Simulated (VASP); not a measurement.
Wanted: the native input for a VASP 6.6.1 run.

```yaml
Task: single point
Functional: PBEsol
Potentials_or_basis: VASP PAW PBE potentials, release 64 (Ag)
Cutoff: 520 eV
k_mesh: 12 × 12 × 1
Occupations: gaussian, width 0.1 eV
Spin: no spin polarisation
Dipole_correction: yes
Further_INCAR_settings: ALGO = Normal; EDIFF = 1e-07; NBANDS = 48
```

The structure of Ag lies in POSCAR:

```
Ag
1.0
    2.8687411796      0.0000000000      0.0000000000
   -1.4343705898      2.4844027385      0.0000000000
    0.0000000000      0.0000000000     29.0393450970
Ag
7
Direct
    0.0000000000      0.0000000000      0.2589633479
    0.6666666667      0.3333333333      0.3392194253
    0.3333333333      0.6666666667      0.4193124551
    0.6666666667      0.3333333333      0.5000125164
    0.3333333333      0.6666666667      0.5805251518
    0.0000000000      0.0000000000      0.6605765366
    0.3333333333      0.6666666667      0.7409961008
```

The input as run:

INCAR

```
  ALGO = Normal
  DIPOL = 0.5 0.5 0.500
  EDIFF = 1E-7
  ENCUT = 520
  GGA = PS
  IDIPOL = 3
  ISIF = 2
  ISMEAR = 0
  LASPH = T
  LCHARG = F
  LDIPOL = T
  LREAL = F
  LWAVE = F
  NBANDS = 48
  NELM = 100
  PREC = Accurate
  SIGMA = 0.1
```

KPOINTS

```
k-points
0
Gamma
  12 12 1
```

Potentials or basis: VASP PAW PBE potentials, release 64 (Ag).

Run with:

```console
$ cat potpaw_PBE.64/Ag/POTCAR > POTCAR
$ mpirun -np 1 vasp_std > vasp.out
```

Results of the run:

| Item | Value |
| --- | --- |
| Largest force | 0.006 eV/Å |
| Band gap on the k mesh | zero (an odd number of electrons rules out a gap without spin polarisation) |

Caveat: the PAW data sets were made with another functional, which shifts forces and pressure a little.

Wall time 9.8 min on 1 thread of Intel Xeon 8259CL (shared host), peak memory 0.42 GiB.
